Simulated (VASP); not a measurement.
# Y (P6_3/mmc) in VASP: further runs

Y is run at these levels: LDA; tasks: single point.

All numbers are computed with VASP 6.6.1; they aren't measurements. Logs are shortened: lines on timing, memory, paths and dates and some standing lists are left out, and cuts for length are marked.

## 1. The cell of the first run

Symmetry: P6_3/mmc, No. 194, hexagonal system. Conventional cell: a = 2.814 Å, b = 2.814 Å, c = 4.885 Å, α = 90.00°, β = 90.00°, γ = 120.00°. Within 3.7 Å of Y (site symmetry -6m2) lie 12 Y at 2.81 to 2.93 Å.

## 2. Single point, LDA

INCAR reads:

```
ALGO = Normal ; EDIFF = 1E-7
ENCUT = 520 ; ISIF = 2
ISMEAR = 1 ; LASPH = T
LCHARG = F ; LREAL = F
LWAVE = F ; NBANDS = 18
NELM = 100 ; PREC = Accurate
SIGMA = 0.1
```

KPOINTS reads:

```
k-points
0
Gamma
  7 7 4
```

POSCAR reads:

```
Y
1.0
    2.8142090571      0.0000000000      0.0000000000
   -1.4071045286      2.4371765350      0.0000000000
    0.0000000000      0.0000000000      4.8849813088
Y
2
Direct
    0.3333333333      0.6666666667      0.2500000000
    0.6666666667      0.3333333333      0.7500000000
```

Potentials or basis: VASP PAW LDA potentials, release 64 (Y_sv).

The run is started by

```console
> cat potpaw_LDA.64/Y_sv/POTCAR > POTCAR
> mpirun -np 1 vasp_std > vasp.out
```

OUTCAR:

```text
EDIFF = 1E-7
   ENCUT = 520
   ISIF = 2
   ISMEAR = 1
   LASPH = T
   LREAL = F
   NELM = 100
   PREC = Accurate

 ion  position               nearest neighbor table
   1  0.333  0.667  0.250-   2 2.93   2 2.93   2 2.93   2 2.93   2 2.93   2 2.93   2 4.07   2 4.07
                             2 4.07   2 4.07   2 4.07   2 4.07
   2  0.667  0.333  0.750-   1 2.93   1 2.93   1 2.93   1 2.93   1 2.93   1 2.93   1 4.07   1 4.07
                             1 4.07   1 4.07   1 4.07   1 4.07

  LATTYP: Found a hexagonal cell.
 ALAT       =     2.8142090571
 C/A-ratio  =     1.7358274420

  Lattice vectors:

 A1 = (   2.8142090571,   0.0000000000,   0.0000000000)
 A2 = (  -1.4071045286,   2.4371765350,   0.0000000000)
 A3 = (   0.0000000000,   0.0000000000,   4.8849813088)

Analysis of symmetry for initial positions (statically):
=====================================================================
 Subroutine PRICEL returns:
 Original cell was already a primitive cell.

 Routine SETGRP: Setting up the symmetry group for a
 hexagonal supercell.

 Subroutine GETGRP returns: Found 24 space group operations
 (whereof 12 operations were pure point group operations)
 out of a pool of 24 trial point group operations.

The static configuration has the point symmetry D_3d.
 The point group associated with its full space group is D_6h.

Analysis of symmetry for dynamics (positions and initial velocities):
=====================================================================
 Subroutine PRICEL returns:
 Original cell was already a primitive cell.

 Routine SETGRP: Setting up the symmetry group for a
 hexagonal supercell.

 Subroutine GETGRP returns: Found 24 space group operations
 (whereof 12 operations were pure point group operations)
 out of a pool of 24 trial point group operations.

The dynamic configuration has the point symmetry D_3d.
 The point group associated with its full space group is D_6h.

 Subroutine INISYM returns: Found 24 space group operations
 (whereof 12 operations are pure point group operations),
 and found     1 'primitive' translations

----------------------------------------------------------------------------------------

                                     Primitive cell

  volume of cell :      33.5047

  direct lattice vectors                    reciprocal lattice vectors
     2.814209057  0.000000000  0.000000000     0.355339628  0.205155430  0.000000000
    -1.407104529  2.437176535  0.000000000     0.000000000  0.410310860  0.000000000
     0.000000000  0.000000000  4.884981309     0.000000000  0.000000000  0.204709074

  length of vectors
     2.814209057  2.814209057  4.884981309     0.410310860  0.410310860  0.204709074

  position of ions in fractional coordinates (direct lattice)
     0.333333333  0.666666667  0.250000000
     0.666666667  0.333333333  0.750000000

  ion indices of the primitive-cell ions
   primitive index   ion index
                 1           1
                 2           2

----------------------------------------------------------------------------------------

 KPOINTS: k-points

Automatic generation of k-mesh.
 Grid dimensions read from file:
 generate k-points for:    7    7    4

 Generating k-lattice:

  Cartesian coordinates                     Fractional coordinates (reciprocal lattice)
     0.050762804  0.029307919  0.000000000     0.142857143 -0.000000000  0.000000000
     0.000000000  0.058615837  0.000000000     0.000000000  0.142857143  0.000000000
     0.000000000  0.000000000  0.051177268     0.000000000  0.000000000  0.250000000

  Length of vectors
     0.058615837  0.058615837  0.051177268

  Shift w.r.t. Gamma in fractional coordinates (k-lattice)
     0.000000000  0.000000000  0.000000000

 Subroutine IBZKPT returns following result:
 ===========================================

 Found     24 irreducible k-points:

 Following reciprocal coordinates:
            Coordinates               Weight
  0.000000  0.000000  0.000000      1.000000
  0.142857  0.000000  0.000000      6.000000
  0.285714  0.000000  0.000000      6.000000
  0.428571  0.000000  0.000000      6.000000
  0.142857  0.142857  0.000000      6.000000
  0.285714  0.142857  0.000000     12.000000
[... 16 lines left out ...]
  0.428571  0.142857  0.500000      6.000000
  0.285714  0.285714  0.500000      6.000000
   k-points           NKPTS =     24   k-points in BZ     NKDIM =     24   number of bands    NBANDS=     18
   number of dos      NEDOS =    301   number of ions     NIONS =      2
   total plane-waves  NPLWV =  20736
   dimension x,y,z NGX =    24 NGY =   24 NGZ =   36
   dimension x,y,z NGXF=    48 NGYF=   48 NGZF=   72
   ions per type =               2
   NGX,Y,Z   is equivalent  to a cutoff of  14.18, 14.18, 12.25 a.u.
   NGXF,Y,Z  is equivalent  to a cutoff of  28.36, 28.36, 24.50 a.u.
 SYSTEM =  unknown system
   PREC   = accura    normal or accurate (medium, high low for compatibility)
   ISTART =      0    job   : 0-new  1-cont  2-samecut
   ICHARG =      2    charge: 1-file 2-atom 10-const
   ISPIN  =      1    spin polarized calculation?
   LNONCOLLINEAR =      F non collinear calculations
   LSORBIT =      F    spin-orbit coupling
   LASPH  =      T    aspherical Exc in radial PAW
   ENCUT  =  520.0 eV  38.22 Ry    6.18 a.u.   5.23  5.23  9.08*2*pi/ulx,y,z
   NELM   =    100;   NELMIN=  2; NELMDL= -5     # of ELM steps
   EDIFF  = 0.1E-06   stopping-criterion for ELM
   LREAL  =      F    real-space projection
   EDIFFG = 0.1E-05   stopping-criterion for IOM
   NSW    =      0    number of steps for IOM
   IBRION =     -1    ionic relax: 0-MD 1-quasi-New 2-CG
   NFREE  =      0    steps in history (QN), initial steepest desc. (CG)
   ISIF   =      2    stress and relaxation
   ISYM   =      2    0-nonsym 1-usesym 2-fastsym
   POTIM  = 0.5000    time-step for ionic-motion
   TEBEG  =    0.0;   TEEND  =   0.0 temperature during run
   PSTRESS=    0.0 pullay stress
   NELECT =      22.0000    total number of electrons
   NUPDOWN=      -1.0000    fix difference up-down
   EMIN   =  10.00;   EMAX   =-10.00  energy-range for DOS
   EFERMI =   0.00;   METHOD = LEGACY
   ISMEAR =     1;   SIGMA  =   0.10  broadening in eV -4-tet -1-fermi 0-gaus
   EFERMI_NEDOS =   21; number of points for ismear=-14 and -15
   IALGO  =     38    algorithm
   IMIX   =      4    mixing-type and parameters
     AMIX     =   0.40;   BMIX     =  1.00
     AMIX_MAG =   1.60;   BMIX_MAG =  1.00
  volume/ion in A,a.u.               =      16.75       113.05
  Fermi-wavevector in a.u.,A,eV,Ry     =   1.422919  2.688928 27.547712  2.024700
  Thomas-Fermi vector in A             =   2.543572
   LORBIT       =      0    0 simple, 1 ext, 2 COOP (PROOUT), +10 PAW based schemes
   GGA     = CA    functional components
   LHFCALC =     F    Hartree Fock is set to
   AEXX    =    0.0000 exact exchange contribution
   IVDW    =     0    specifies the selected vdW correction
   LEPSILON=     F    determine dielectric tensor
   LRPA    =     F    only Hartree local field effects (RPA)
 non-spin polarized calculation
 Methfessel and Paxton  Order N= 1 SIGMA  =   0.10
  energy-cutoff  :      520.00
  volume of cell :       33.50
 maximum number of plane-waves:       914
 NGX is ok and might be reduce to    24
   NGX = 11   NGY = 11   NGZ = 19

 number of electron      22.0000000 magnetization

 Free energy of the ion-electron system (eV)
  ---------------------------------------------------
  ext. energy  EPLUGINS =         0.00000000
  ---------------------------------------------------
  free energy    TOTEN  =       -10.50937169 eV

  energy without entropy =      -10.50778215  energy(sigma->0) =      -10.50884184

 E-fermi :   6.9656     XC(G=0): -12.6320

 val. band max:        6.9317733828   @ k =   0.1429   0.1429   0.2500
 cond. band min:       6.9910366303   @ k =   0.2857   0.2857   0.5000
 fundamental gap:      0.0592632474
 Fermi energy:         6.9656450861

 k-point     1 :       0.0000    0.0000    0.0000
  band No.  band energies     occupation
      1     -35.0708      2.00000
      2     -34.3775      2.00000
      3     -16.7206      2.00000
      4     -13.2792      2.00000
      5     -13.2792      2.00000
      6     -13.2680      2.00000
[... 10 lines left out ...]
     17      12.2983      0.00000
     18      12.2983      0.00000

 k-point     2 :       0.1429    0.0000    0.0000
  band No.  band energies     occupation
      1     -34.9230      2.00000
      2     -34.2822      2.00000
      3     -16.4923      2.00000
      4     -14.0229      2.00000
      5     -13.6686      2.00000
      6     -13.4798      2.00000
[... 10 lines left out ...]
     17      11.2008      0.00000
     18      11.3976      0.00000

 k-point     3 :       0.2857    0.0000    0.0000
  band No.  band energies     occupation
      1     -34.5600      2.00000
      2     -34.0737      2.00000
      3     -15.8844      2.00000
      4     -15.5181      2.00000
      5     -15.0724      2.00000
      6     -13.8772      2.00000
[... 10 lines left out ...]
     17      12.9275      0.00000
     18      13.7862      0.00000

 k-point     4 :       0.4286    0.0000    0.0000
  band No.  band energies     occupation
      1     -34.2110      2.00000
      2     -33.9360      2.00000
      3     -16.5883      2.00000
      4     -16.0655      2.00000
      5     -15.1794      2.00000
      6     -14.1633      2.00000
[... 10 lines left out ...]
     17      16.6064      0.00000
     18      16.7152      0.00000

 k-point     5 :       0.1429    0.1429    0.0000
  band No.  band energies     occupation
      1     -34.6665      2.00000
      2     -34.1298      2.00000
      3     -16.0721      2.00000
      4     -14.8872      2.00000
      5     -14.8116      2.00000
      6     -13.7710      2.00000
[... 10 lines left out ...]
     17      12.4407      0.00000
     18      13.5462      0.00000

 k-point     6 :       0.2857    0.1429    0.0000
  band No.  band energies     occupation
      1     -34.3009      2.00000
      2     -33.9587      2.00000
      3     -16.0563      2.00000
      4     -15.6890      2.00000
      5     -15.3858      2.00000
      6     -14.3786      2.00000
[... 10 lines left out ...]
     17      15.1510      0.00000
     18      15.6581      0.00000

 k-point     7 :       0.4286    0.1429    0.0000
  band No.  band energies     occupation
      1     -34.0962      2.00000
      2     -33.9138      2.00000
      3     -16.5569      2.00000
      4     -16.0361      2.00000
      5     -14.8998      2.00000
      6     -14.6611      2.00000
[... 10 lines left out ...]
     17      15.5485      0.00000
     18      16.0191      0.00000

 k-point     8 :       0.2857    0.2857    0.0000
  band No.  band energies     occupation
      1     -34.0424      2.00000
      2     -33.9080      2.00000
      3     -16.1245      2.00000
      4     -15.7832      2.00000
      5     -15.2030      2.00000
      6     -14.7607      2.00000
[... 10 lines left out ...]
     17      14.6461      0.00000
     18      15.1412      0.00000
[... 229 lines left out ...]
     17      14.5063      0.00000
     18      14.5064      0.00000

 k-point    20 :       0.4286    0.0000    0.5000
  band No.  band energies     occupation
      1     -34.0741      2.00000
      2     -34.0741      2.00000
      3     -16.6234      2.00000
      4     -16.6234      2.00000
      5     -14.1350      2.00000
      6     -14.1350      2.00000
[... 10 lines left out ...]
     17      16.1658      0.00000
     18      16.1658      0.00000

 k-point    21 :       0.1429    0.1429    0.5000
  band No.  band energies     occupation
      1     -34.4057      2.00000
      2     -34.4057      2.00000
      3     -15.4297      2.00000
      4     -15.4297      2.00000
      5     -14.1899      2.00000
      6     -14.1899      2.00000
[... 10 lines left out ...]
     17      14.1630      0.00000
     18      14.1630      0.00000

 k-point    22 :       0.2857    0.1429    0.5000
  band No.  band energies     occupation
      1     -34.1318      2.00000
      2     -34.1318      2.00000
      3     -16.1902      2.00000
      4     -16.1902      2.00000
      5     -14.4100      2.00000
      6     -14.4100      2.00000
[... 10 lines left out ...]
     17      15.5721      0.00000
     18      15.5721      0.00000

 k-point    23 :       0.4286    0.1429    0.5000
  band No.  band energies     occupation
      1     -34.0043      2.00000
      2     -34.0043      2.00000
      3     -16.5759      2.00000
      4     -16.5759      2.00000
      5     -14.5632      2.00000
      6     -14.5632      2.00000
[... 10 lines left out ...]
     17      15.7819      0.00000
     18      15.7819      0.00000

 k-point    24 :       0.2857    0.2857    0.5000
  band No.  band energies     occupation
      1     -33.9740      2.00000
      2     -33.9740      2.00000
      3     -16.1966      2.00000
      4     -16.1966      2.00000
      5     -15.2202      2.00000
      6     -15.2202      2.00000
[... 10 lines left out ...]
     17      15.9271      0.00000
     18      15.9271      0.00000

------------------------ aborting loop because EDIFF is reached ----------------------------------------

  FORCE on cell =-STRESS in cart. coord.  units (eV):
  Direction    XX          YY          ZZ          XY          YZ          ZX
  --------------------------------------------------------------------------------------
  -------------------------------------------------------------------------------------
  Total       12.7264912     12.7264912     12.4753199     -0.0000000      0.0000000      0.0000000
  in kB      608.5734651    608.5734651    596.5626013     -0.0000000      0.0000000      0.0000000
  external PRESSURE =     604.5698438 kB  Pullay stress =       0.0000000 kB

 VOLUME and BASIS-vectors are now :
 -----------------------------------------------------------------------------
  energy-cutoff  :      520.00
  volume of cell :       33.50
      direct lattice vectors                 reciprocal lattice vectors
     2.814209057  0.000000000  0.000000000     0.355339628  0.205155430  0.000000000
    -1.407104529  2.437176535  0.000000000     0.000000000  0.410310860  0.000000000
     0.000000000  0.000000000  4.884981309     0.000000000  0.000000000  0.204709074

 POSITION                                       TOTAL-FORCE (eV/Angst)
 -----------------------------------------------------------------------------------
     -0.00000      1.62478      1.22125         0.000000      0.000000      0.000000
      1.40710      0.81239      3.66374        -0.000000      0.000000      0.000000
 -----------------------------------------------------------------------------------
    total drift:                                0.000000     -0.000000      0.000000

  FREE ENERGIE OF THE ION-ELECTRON SYSTEM (eV)
  ---------------------------------------------------
  free  energy   TOTEN  =       -10.5093716909 eV

  energy  without entropy=      -10.5077821467  energy(sigma->0) =      -10.50884184
```

Wall time 13 s (1 thread of Intel Xeon 6975P-C, shared host); peak memory 0.16 GiB.

Results:

```yaml
Free_energy: -10.5094 eV
Pressure: 60.5 GPa
Band_gap_on_the_k_mesh: zero (band 11 reaches 8.24 eV, above the bottom of band 12 at 5.77 eV)
```

Stress tensor (GPa, compression positive):
```
60.86  0.00  0.00
 0.00 60.86  0.00
 0.00  0.00 59.66
```

Caveat: the k points lie up to 0.37 Å⁻¹ apart.

## 3. Single point, LDA

This run uses another cell than the first one, of 18.97 Å³/atom, 1.133 times its volume.

INCAR reads:

```
PREC = Accurate
ENCUT = 520
EDIFF = 1E-6
ISMEAR = 1
SIGMA = 0.1
LREAL = F
LASPH = T
NELM = 80
ALGO = Normal
ISIF = 2
LWAVE = F
LCHARG = T
LELF = T
LVHAR = T
NBANDS = 18
```

KPOINTS reads:

```
regular mesh
0
Gamma
  7 7 4
```

POSCAR reads:

```
Y
1.0
    2.9533505927      0.0000000000      0.0000000000
   -1.4766752964      2.5576766396      0.0000000000
    0.0000000000      0.0000000000      5.0238213863
Y
2
Direct
    0.3333333333      0.6666666667      0.2500000000
    0.6666666667      0.3333333333      0.7500000000
```

Potentials or basis: VASP PAW LDA potentials, release 64 (Y_sv).

The run is started by

```console
> cat potpaw_LDA.64/Y_sv/POTCAR > POTCAR
> mpirun -np 1 vasp_std > vasp.out
```

OUTCAR:

```text
PREC = Accurate
   ENCUT = 520
   EDIFF = 1E-6
   ISMEAR = 1
   LREAL = F
   LASPH = T
   NELM = 80
   ISIF = 2

 ion  position               nearest neighbor table
   1  0.333  0.667  0.250-   2 3.04   2 3.04   2 3.04   2 3.04   2 3.04   2 3.04   2 4.24   2 4.24
                             2 4.24   2 4.24   2 4.24   2 4.24
   2  0.667  0.333  0.750-   1 3.04   1 3.04   1 3.04   1 3.04   1 3.04   1 3.04   1 4.24   1 4.24
                             1 4.24   1 4.24   1 4.24   1 4.24

  LATTYP: Found a hexagonal cell.
 ALAT       =     2.9533505927
[... 696 lines left out ...]

  FORCE on cell =-STRESS in cart. coord.  units (eV):
  Direction    XX          YY          ZZ          XY          YZ          ZX
  --------------------------------------------------------------------------------------
  -------------------------------------------------------------------------------------
  Total        9.3647135      9.3647135      9.4244082     -0.0000000      0.0000000      0.0000000
  in kB      395.3759483    395.3759483    397.8962435     -0.0000000      0.0000000      0.0000000
  external PRESSURE =     396.2160467 kB  Pullay stress =       0.0000000 kB

 VOLUME and BASIS-vectors are now :
 -----------------------------------------------------------------------------
  energy-cutoff  :      520.00
  volume of cell :       37.95
      direct lattice vectors                 reciprocal lattice vectors
     2.953350593  0.000000000  0.000000000     0.338598473  0.195489919  0.000000000
    -1.476675296  2.557676640  0.000000000     0.000000000  0.390979839  0.000000000
     0.000000000  0.000000000  5.023821386     0.000000000  0.000000000  0.199051663

 POSITION                                       TOTAL-FORCE (eV/Angst)
 -----------------------------------------------------------------------------------
     -0.00000      1.70512      1.25596         0.000000      0.000000      0.000000
      1.47668      0.85256      3.76787        -0.000000      0.000000      0.000000
 -----------------------------------------------------------------------------------
    total drift:                               -0.000000      0.000000     -0.000000

  FREE ENERGIE OF THE ION-ELECTRON SYSTEM (eV)
  ---------------------------------------------------
  free  energy   TOTEN  =       -11.8793843515 eV

  energy  without entropy=      -11.8770626884  energy(sigma->0) =      -11.87861046
```

OSZICAR:

```text
N       E                     dE             d eps       ncg     rms          rms(c)
DAV:   1     0.969302773066E+02    0.96930E+02   -0.11892E+04   864   0.126E+03
DAV:   2    -0.424174677849E+01   -0.10117E+03   -0.99238E+02  1044   0.275E+02
DAV:   3    -0.116166051952E+02   -0.73749E+01   -0.70909E+01  1294   0.465E+01
DAV:   4    -0.118612746520E+02   -0.24467E+00   -0.24448E+00   972   0.906E+00
DAV:   5    -0.118663860112E+02   -0.51114E-02   -0.51111E-02  1198   0.973E-01    0.449E+01
DAV:   6    -0.117756914095E+02    0.90695E-01   -0.38702E-01  1228   0.377E+00    0.267E+01
DAV:   7    -0.118874641026E+02   -0.11177E+00   -0.70206E-01  1512   0.425E+00    0.219E+00
DAV:   8    -0.118792211981E+02    0.82429E-02   -0.58729E-02  1064   0.181E+00    0.547E-01
DAV:   9    -0.118794521102E+02   -0.23091E-03   -0.35884E-03  1056   0.419E-01    0.133E-01
DAV:  10    -0.118793927081E+02    0.59402E-04   -0.14658E-04  1164   0.802E-02    0.367E-02
DAV:  11    -0.118793843767E+02    0.83314E-05   -0.24235E-05  1254   0.234E-02    0.254E-02
DAV:  12    -0.118793843515E+02    0.25181E-07   -0.21990E-06   750   0.126E-02
   1 F= -.11879384E+02 E0= -.11878610E+02  d E =-.232166E-02
```

It took 14 s on 1 thread of Intel Xeon 6975P-C, shared host; peak memory 0.16 GiB.

Results:

* Free energy: -11.8794 eV
* Pressure: 39.6 GPa
* Band gap on the k mesh: zero (band 11 reaches 7.63 eV, above the bottom of band 12 at 5.26 eV)

Stress tensor (GPa, compression positive):
```
39.54  0.00  0.00
 0.00 39.54  0.00
 0.00  0.00 39.79
```

Levels at points of the mesh, in eV from the Fermi level:
| k point | band 9 | band 10 | band 11 | band 12 | band 13 | band 14 |
| --- | --- | --- | --- | --- | --- | --- |
| (0.00, 0.00, 0.00) | -4.80 | -2.66 | 1.60 | 2.25 | 2.25 | 3.15 |
| (0.00, 0.00, 0.50) | -2.82 | -2.82 | 0.98 | 0.98 | 2.27 | 2.27 |
